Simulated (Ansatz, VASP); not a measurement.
# Two plane-wave programs on BAs

```xyz
2
Lattice="0.0000 2.3885 2.3885 2.3885 0.0000 2.3885 2.3885 2.3885 0.0000" Properties=species:S:1:pos:R:3 pbc="T T T"
B     0.0000    0.0000    0.0000
As    3.5827    3.5827    3.5827
```

Alike in both runs: task single point; functional PBEsol; k mesh 6 × 6 × 6; occupations gaussian, width 0.1 eV; no spin polarisation.

|  | VASP | Ansatz |
| --- | --- | --- |
| version | VASP 6.6.1 | Ansatz 0.2.0 |
| potentials or method | VASP PAW PBE potentials, release 64 (B, As), cutoff 500 eV | scalar-relativistic, plane waves, PAW |
| valence electrons in the cell | 8 | 18 |

```tsv
	VASP	Ansatz	Ansatz less VASP
gap on the k mesh at the Fermi level (eV)	1.18	1.19	+0.008
least direct gap on the mesh (eV)	3.24	3.24	+0.004
pressure (GPa)	0.1	-0.8	-0.86
```

VASP's potentials were made for PBE, not for PBEsol. VASP's potentials hold 8 valence electrons a cell and Ansatz's 18, so a difference there can come from the potentials and not from the codes.
